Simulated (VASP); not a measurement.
# V (Im-3m) in VASP: settings compared

The runs below take V through single point, relaxation of cell and atoms, with PBE, BLYP+D4.

Everything below comes from runs of VASP 6.6.1. Logs are shortened: lines on timing, memory, paths and dates and some standing lists are left out, and cuts for length are marked.

### 1 The cell of the first run

The structure is cubic, space group Im-3m (No. 229). Conventional cell: a = 3.029 Å, b = 3.029 Å, c = 3.029 Å, α = 90.00°, β = 90.00°, γ = 90.00°. V (site symmetry m-3m) has 14 V at 2.62 to 3.03 Å within 3.5 Å.

### 2 Single point, PBE, collinear spin, ferromagnetic start

The input, INCAR:

```
PREC = Accurate
ENCUT = 520
EDIFF = 1E-6
ISMEAR = 0
SIGMA = 0.028000000000000004
LREAL = False
LASPH = True
NELM = 150
ALGO = Normal
ISIF = 2
LWAVE = False
LCHARG = False
ISPIN = 2
MAGMOM = 2
LORBIT = 11
LMAXMIX = 4
GGA = PE
NBANDS = 16
```

The input, KPOINTS:

```
regular mesh
0
Gamma
  12 12 12
```

The input, POSCAR:

```
V
1.0
   -1.5143500000      1.5143500000      1.5143500000
    1.5143500000     -1.5143500000      1.5143500000
    1.5143500000      1.5143500000     -1.5143500000
V
1
Direct
    0.0000000000      0.0000000000      0.0000000000
```

Potentials or basis: VASP PAW PBE potentials, release 64 (V_sv).

Run with:

```sh
$ cat potpaw_PBE.64/V_sv/POTCAR > POTCAR
$ mpirun -np 1 vasp_std > vasp.out
```

OUTCAR:

```text
PREC = Accurate
   ENCUT = 520
   EDIFF = 1E-6
   ISMEAR = 0
   LREAL = False
   LASPH = True
   NELM = 150
   ISIF = 2
   ISPIN = 2
   LORBIT = 11
   GGA = PE

 ion  position               nearest neighbor table
   1  0.000  0.000  0.000-

  LATTYP: Found a body centered cubic cell.
 ALAT       =     3.0287000000

  Lattice vectors:

 A1 = (  -1.5143500000,   1.5143500000,   1.5143500000)
 A2 = (   1.5143500000,  -1.5143500000,   1.5143500000)
 A3 = (   1.5143500000,   1.5143500000,  -1.5143500000)

Analysis of symmetry for initial positions (statically):
=====================================================================
 Subroutine PRICEL returns:
 Original cell was already a primitive cell.

 Routine SETGRP: Setting up the symmetry group for a
 body centered cubic supercell.

 Subroutine GETGRP returns: Found 48 space group operations
 (whereof 48 operations were pure point group operations)
 out of a pool of 48 trial point group operations.

The static configuration has the point symmetry O_h .

Analysis of symmetry for dynamics (positions and initial velocities):
=====================================================================
 Subroutine PRICEL returns:
 Original cell was already a primitive cell.

 Routine SETGRP: Setting up the symmetry group for a
 body centered cubic supercell.

 Subroutine GETGRP returns: Found 48 space group operations
 (whereof 48 operations were pure point group operations)
 out of a pool of 48 trial point group operations.

The dynamic configuration has the point symmetry O_h .

Analysis of structural, dynamic, and magnetic symmetry:
=====================================================================
 Subroutine PRICEL returns:
 Original cell was already a primitive cell.

 Routine SETGRP: Setting up the symmetry group for a
 body centered cubic supercell.

 Subroutine GETGRP returns: Found 48 space group operations
 (whereof 48 operations were pure point group operations)
 out of a pool of 48 trial point group operations.

The overall configuration has the point symmetry O_h .

 Subroutine INISYM returns: Found 48 space group operations
 (whereof 48 operations are pure point group operations),
 and found     1 'primitive' translations

----------------------------------------------------------------------------------------

                                     Primitive cell

  volume of cell :      13.8912

  direct lattice vectors                    reciprocal lattice vectors
    -1.514350000  1.514350000  1.514350000     0.000000000  0.330174662  0.330174662
     1.514350000 -1.514350000  1.514350000     0.330174662  0.000000000  0.330174662
     1.514350000  1.514350000 -1.514350000     0.330174662  0.330174662  0.000000000

  length of vectors
     2.622931140  2.622931140  2.622931140     0.466937486  0.466937486  0.466937486

  position of ions in fractional coordinates (direct lattice)
     0.000000000  0.000000000  0.000000000

  ion indices of the primitive-cell ions
   primitive index   ion index
                 1           1

----------------------------------------------------------------------------------------

 KPOINTS: regular mesh

Automatic generation of k-mesh.
 Grid dimensions read from file:
 generate k-points for:   12   12   12

 Generating k-lattice:

  Cartesian coordinates                     Fractional coordinates (reciprocal lattice)
     0.000000000  0.027514555  0.027514555     0.083333333  0.000000000  0.000000000
     0.027514555  0.000000000  0.027514555     0.000000000  0.083333333  0.000000000
     0.027514555  0.027514555  0.000000000     0.000000000  0.000000000  0.083333333

  Length of vectors
     0.038911457  0.038911457  0.038911457

  Shift w.r.t. Gamma in fractional coordinates (k-lattice)
     0.000000000  0.000000000  0.000000000

 Subroutine IBZKPT returns following result:
 ===========================================

 Found     72 irreducible k-points:

 Following reciprocal coordinates:
            Coordinates               Weight
  0.000000  0.000000  0.000000      1.000000
  0.083333  0.000000  0.000000     12.000000
  0.166667  0.000000  0.000000     12.000000
  0.250000  0.000000  0.000000     12.000000
  0.333333  0.000000  0.000000     12.000000
  0.416667  0.000000  0.000000     12.000000
[... 16 lines left out ...]
  0.333333  0.083333  0.083333     24.000000
  0.416667  0.083333  0.083333     12.000000
 [... further k-points ...]
   k-points           NKPTS =     72   k-points in BZ     NKDIM =     72   number of bands    NBANDS=     16
   number of dos      NEDOS =    301   number of ions     NIONS =      1
   total plane-waves  NPLWV =   8000
   dimension x,y,z NGX =    20 NGY =   20 NGZ =   20
   dimension x,y,z NGXF=    40 NGYF=   40 NGZF=   40
   ions per type =               1
   NGX,Y,Z   is equivalent  to a cutoff of  12.68, 12.68, 12.68 a.u.
   NGXF,Y,Z  is equivalent  to a cutoff of  25.35, 25.35, 25.35 a.u.
 SYSTEM =  unknown system
   PREC   = accura    normal or accurate (medium, high low for compatibility)
   ISTART =      0    job   : 0-new  1-cont  2-samecut
   ICHARG =      2    charge: 1-file 2-atom 10-const
   ISPIN  =      2    spin polarized calculation?
   LNONCOLLINEAR =      F non collinear calculations
   LSORBIT =      F    spin-orbit coupling
   LASPH  =      T    aspherical Exc in radial PAW
   ENCUT  =  520.0 eV  38.22 Ry    6.18 a.u.   4.88  4.88  4.88*2*pi/ulx,y,z
   NELM   =    150;   NELMIN=  2; NELMDL= -5     # of ELM steps
   EDIFF  = 0.1E-05   stopping-criterion for ELM
   LREAL  =      F    real-space projection
[... 7 lines left out ...]
   TEBEG  =    0.0;   TEEND  =   0.0 temperature during run
   PSTRESS=    0.0 pullay stress
   NELECT =      13.0000    total number of electrons
   NUPDOWN=      -1.0000    fix difference up-down
   EMIN   =  10.00;   EMAX   =-10.00  energy-range for DOS
   EFERMI =   0.00;   METHOD = LEGACY
   ISMEAR =     0;   SIGMA  =   0.03  broadening in eV -4-tet -1-fermi 0-gaus
   EFERMI_NEDOS =   21; number of points for ismear=-14 and -15
   IALGO  =     38    algorithm
   IMIX   =      4    mixing-type and parameters
     AMIX     =   0.40;   BMIX     =  1.00
     AMIX_MAG =   1.60;   BMIX_MAG =  1.00
  volume/ion in A,a.u.               =      13.89        93.74
  Fermi-wavevector in a.u.,A,eV,Ry     =   1.601313  3.026044 34.888125  2.564205
  Thomas-Fermi vector in A             =   2.698311
   LORBIT       =     11    0 simple, 1 ext, 2 COOP (PROOUT), +10 PAW based schemes
   GGA     = PE    functional components
   LHFCALC =     F    Hartree Fock is set to
   AEXX    =    0.0000 exact exchange contribution
   IVDW    =     0    specifies the selected vdW correction
   LEPSILON=     F    determine dielectric tensor
   LRPA    =     F    only Hartree local field effects (RPA)
 spin polarized calculation
 Gauss-broadening in eV      SIGMA  =   0.03
  energy-cutoff  :      520.00
  volume of cell :       13.89
 maximum number of plane-waves:       384
   NGX =  9   NGY =  9   NGZ =  9

 number of electron      12.9999997 magnetization       0.1278821

 Free energy of the ion-electron system (eV)
  ---------------------------------------------------
  ext. energy  EPLUGINS =         0.00000000
  ---------------------------------------------------
  free energy    TOTEN  =        -8.97843409 eV

  energy without entropy =       -8.97770906  energy(sigma->0) =       -8.97807158

 E-fermi :   9.2958     XC(G=0): -12.7394

 val. band max:        9.2916373553   @ k =  -0.2500   0.2500   0.1667
 cond. band min:       9.3047120739   @ k =  -0.3333   0.3333   0.1667
 fundamental gap:      0.0130747186
 Fermi energy:         9.2958346575

 spin component 1

 k-point     1 :       0.0000    0.0000    0.0000
  band No.  band energies     occupation
      1     -54.4874      1.00000
      2     -27.8349      1.00000
      3     -27.8349      1.00000
      4     -27.8349      1.00000
      5       2.7771      1.00000
      6       9.6663      0.00000
[... 8 lines left out ...]
     15      36.3371      0.00000
     16      40.3108      0.00000

 k-point     2 :       0.0833    0.0000    0.0000
  band No.  band energies     occupation
      1     -54.4759      1.00000
      2     -27.8916      1.00000
      3     -27.8524      1.00000
      4     -27.8352      1.00000
      5       3.0483      1.00000
      6       9.5542      0.00000
[... 8 lines left out ...]
     15      36.7574      0.00000
     16      37.9769      0.00000

 k-point     3 :       0.1667    0.0000    0.0000
  band No.  band energies     occupation
      1     -54.4442      1.00000
      2     -28.0450      1.00000
      3     -27.8999      1.00000
      4     -27.8362      1.00000
      5       3.8116      1.00000
      6       9.2595      0.96664
[... 8 lines left out ...]
     15      35.3237      0.00000
     16      35.9463      0.00000

 k-point     4 :       0.2500    0.0000    0.0000
  band No.  band energies     occupation
      1     -54.4007      1.00000
      2     -28.2506      1.00000
      3     -27.9643      1.00000
      4     -27.8375      1.00000
      5       4.8807      1.00000
      6       8.8816      1.00000
[... 8 lines left out ...]
     15      35.1421      0.00000
     16      36.1222      0.00000
[... 324 lines left out ...]
 k-point    22 :       0.2500    0.0833    0.0833
  band No.  band energies     occupation
      1     -54.3485      1.00000
      2     -28.4571      1.00000
      3     -28.0336      1.00000
      4     -27.8869      1.00000
      5       6.2929      1.00000
      6       8.3931      1.00000
[... 8 lines left out ...]
     15      37.9460      0.00000
     16      39.0178      0.00000

 k-point    23 :       0.3333    0.0833    0.0833
  band No.  band energies     occupation
      1     -54.3199      1.00000
      2     -28.5578      1.00000
      3     -28.1022      1.00000
      4     -27.8911      1.00000
      5       6.6302      1.00000
      6       8.1813      1.00000
[... 8 lines left out ...]
     15      37.8231      0.00000
     16      39.0218      0.00000

 k-point    24 :       0.4167    0.0833    0.0833
  band No.  band energies     occupation
      1     -54.3093      1.00000
      2     -28.5934      1.00000
      3     -28.1282      1.00000
      4     -27.8926      1.00000
      5       6.6478      1.00000
      6       8.1082      1.00000
[... 8 lines left out ...]
     15      38.0219      0.00000
     16      38.4670      0.00000

 [... further k-points ...]

 spin component 2

 k-point     1 :       0.0000    0.0000    0.0000
  band No.  band energies     occupation
      1     -54.3859      1.00000
      2     -27.7340      1.00000
      3     -27.7340      1.00000
      4     -27.7340      1.00000
      5       2.8446      1.00000
      6       9.7895      0.00000
[... 8 lines left out ...]
     15      36.3665      0.00000
     16      40.4261      0.00000

 k-point     2 :       0.0833    0.0000    0.0000
  band No.  band energies     occupation
      1     -54.3744      1.00000
      2     -27.7908      1.00000
      3     -27.7515      1.00000
      4     -27.7344      1.00000
      5       3.1159      1.00000
      6       9.6768      0.00000
[... 8 lines left out ...]
     15      36.8003      0.00000
     16      38.0770      0.00000

 k-point     3 :       0.1667    0.0000    0.0000
  band No.  band energies     occupation
      1     -54.3427      1.00000
      2     -27.9442      1.00000
      3     -27.7989      1.00000
      4     -27.7353      1.00000
      5       3.8795      1.00000
      6       9.3807      0.00001
[... 8 lines left out ...]
     15      35.4258      0.00000
     16      36.0318      0.00000

 k-point     4 :       0.2500    0.0000    0.0000
  band No.  band energies     occupation
      1     -54.2992      1.00000
      2     -28.1499      1.00000
      3     -27.8633      1.00000
      4     -27.7367      1.00000
      5       4.9505      1.00000
      6       9.0012      1.00000
[... 8 lines left out ...]
     15      35.2226      0.00000
     16      36.1737      0.00000
[... 324 lines left out ...]
 k-point    22 :       0.2500    0.0833    0.0833
  band No.  band energies     occupation
      1     -54.2469      1.00000
      2     -28.3565      1.00000
      3     -27.9327      1.00000
      4     -27.7862      1.00000
      5       6.3702      1.00000
      6       8.5074      1.00000
[... 8 lines left out ...]
     15      38.0319      0.00000
     16      39.0785      0.00000

 k-point    23 :       0.3333    0.0833    0.0833
  band No.  band energies     occupation
      1     -54.2183      1.00000
      2     -28.4572      1.00000
      3     -28.0013      1.00000
      4     -27.7904      1.00000
      5       6.7156      1.00000
      6       8.2957      1.00000
[... 8 lines left out ...]
     15      37.9043      0.00000
     16      39.0972      0.00000

 k-point    24 :       0.4167    0.0833    0.0833
  band No.  band energies     occupation
      1     -54.2078      1.00000
      2     -28.4929      1.00000
      3     -28.0272      1.00000
      4     -27.7920      1.00000
      5       6.7351      1.00000
      6       8.2227      1.00000
[... 8 lines left out ...]
     15      38.1008      0.00000
     16      38.5432      0.00000

 [... further k-points ...]
[... 5 lines left out ...]
  --------------------------------------------------------------------------------------
  -------------------------------------------------------------------------------------
  Total       -0.4429697     -0.4429697     -0.4429697      0.0000000     -0.0000000      0.0000000
  in kB      -51.0911679    -51.0911679    -51.0911679      0.0000000     -0.0000000      0.0000000
  external PRESSURE =     -51.0911679 kB  Pullay stress =       0.0000000 kB

 VOLUME and BASIS-vectors are now :
 -----------------------------------------------------------------------------
  energy-cutoff  :      520.00
  volume of cell :       13.89
      direct lattice vectors                 reciprocal lattice vectors
    -1.514350000  1.514350000  1.514350000     0.000000000  0.330174662  0.330174662
     1.514350000 -1.514350000  1.514350000     0.330174662  0.000000000  0.330174662
     1.514350000  1.514350000 -1.514350000     0.330174662  0.330174662  0.000000000

 POSITION                                       TOTAL-FORCE (eV/Angst)
 -----------------------------------------------------------------------------------
      0.00000      0.00000      0.00000        -0.000000      0.000000     -0.000000
 -----------------------------------------------------------------------------------
    total drift:                                0.000000     -0.000000      0.000000

  FREE ENERGIE OF THE ION-ELECTRON SYSTEM (eV)
  ---------------------------------------------------
  free  energy   TOTEN  =        -8.9784340930 eV

  energy  without entropy=       -8.9777090629  energy(sigma->0) =       -8.97807158

 total charge

# of ion       s       p       d       tot
------------------------------------------
    1        2.332   6.214   3.052  11.598

 magnetization (x)

# of ion       s       p       d       tot
------------------------------------------
    1        0.001   0.004   0.106   0.111
```

Run time: 20 s. Hardware: 1 thread of AMD EPYC 9R45 (Zen 5), shared host; peak memory 0.11 GiB.

Results:

- Free energy: -8.9784 eV
- Pressure: -5.1 GPa
- Net moment: 0.13 μB per cell
- Site moments: V +0.11 μB
- Valence electrons inside the program's atomic spheres: V 11.60

### 3 Relaxation of cell and atoms, BLYP+D4, collinear spin, ferromagnetic start

The input, INCAR:

```
SYSTEM = V
  PREC = Accurate
  ENCUT = 600
  EDIFF = 1E-6
  ISMEAR = -1
  SIGMA = 0.05
  LREAL = .FALSE.
  LASPH = .TRUE.
  NELM = 150
  ALGO = Normal
  ISIF = 3
  LWAVE = .FALSE.
  LCHARG = .FALSE.
  ISPIN = 2
  MAGMOM = 2
  LORBIT = 11
  LMAXMIX = 4
  GGA = B5
  ALDAX = 1.0
  AGGAX = 1.0
  AGGAC = 1.0
  ALDAC = 0.0
  IVDW = 13
  VDW_S6 = 1.0
  VDW_S8 = 2.34076671
  VDW_A1 = 0.44488865
  VDW_A2 = 4.0933009
  IBRION = 2
  NSW = 60
  EDIFFG = -0.01
```

The input, KPOINTS:

```
Automatic mesh
0
G
  12 12 12
  0 0 0
```

POSCAR is that of step 2.

Potentials or basis: VASP PAW PBE potentials, release 64 (V_sv).

Run with:

```sh
$ cat potpaw_PBE.64/V_sv/POTCAR > POTCAR
$ mpirun -np 1 vasp_std > vasp.out
```

Run time: 63 s. Hardware: 1 thread of AMD EPYC 9R45 (Zen 5), shared host; peak memory 0.14 GiB.

The run converged. Its results:

- Free energy: -8.4617 eV
- Relaxed volume: 13.27 Å³/atom
- Relaxed cell: a = 2.583 Å, b = 2.583 Å, c = 2.583 Å, α = 109.47°, β = 109.47°, γ = 109.47°
- Space group after relaxing (to 0.05 Å): Im-3m (No. 229)
- Energy gained by relaxing: 15.2 meV/atom
- Ionic steps: 3
- Pressure after relaxing: -0.1 GPa
- Net moment: 0.00 μB per cell
- Valence electrons inside the program's atomic spheres: V 11.74
- Dispersion energy per atom: -0.630 eV

The path:
| step | energy change (eV) | largest force (eV/Å) | pressure (GPa) | volume (Å³) |
| --- | --- | --- | --- | --- |
| 1 | 0.0000 | 0.0000 | -7.54 | 13.89 |
| 2 | 0.0039 | 0.0000 | 9.92 | 12.62 |
| 3 | -0.0152 | 0.0000 | -0.12 | 13.27 |

Final structure:
```
V
1.0
    -1.49149    1.49149    1.49149
     1.49149   -1.49149    1.49149
     1.49149    1.49149   -1.49149
V
1
Direct
  0.00000 0.00000 0.00000
```

Levels at points of the mesh, in eV from the Fermi level:
Spin up:
| k point | band 3 | band 4 | band 5 | band 6 | band 7 | band 8 | band 9 | band 10 |
| --- | --- | --- | --- | --- | --- | --- | --- | --- |
| (0.00, 0.00, 0.00) | -36.88 | -36.88 | -6.44 | 0.35 | 0.35 | 0.35 | 2.42 | 2.42 |
| (0.50, 0.00, 0.00) | -37.18 | -36.89 | -3.18 | -1.20 | 1.91 | 2.41 | 2.78 | 4.12 |
| (0.50, 0.50, 0.50) | -37.53 | -37.53 | -3.03 | -3.03 | 3.72 | 3.72 | 3.72 | 10.49 |
Spin down:
```tsv
k point	band 4	band 5	band 6	band 7	band 8	band 9
(0.00, 0.00, 0.00)	-36.88	-6.44	0.35	0.35	0.35	2.42
(0.50, 0.00, 0.00)	-36.89	-3.18	-1.20	1.91	2.41	2.78
(0.50, 0.50, 0.50)	-37.53	-3.03	-3.03	3.72	3.72	3.72
```

Caveat: the PAW data sets were made with another functional, which shifts forces and pressure a little; pairwise dispersion overbinds metals, which lowers pressure and volume.
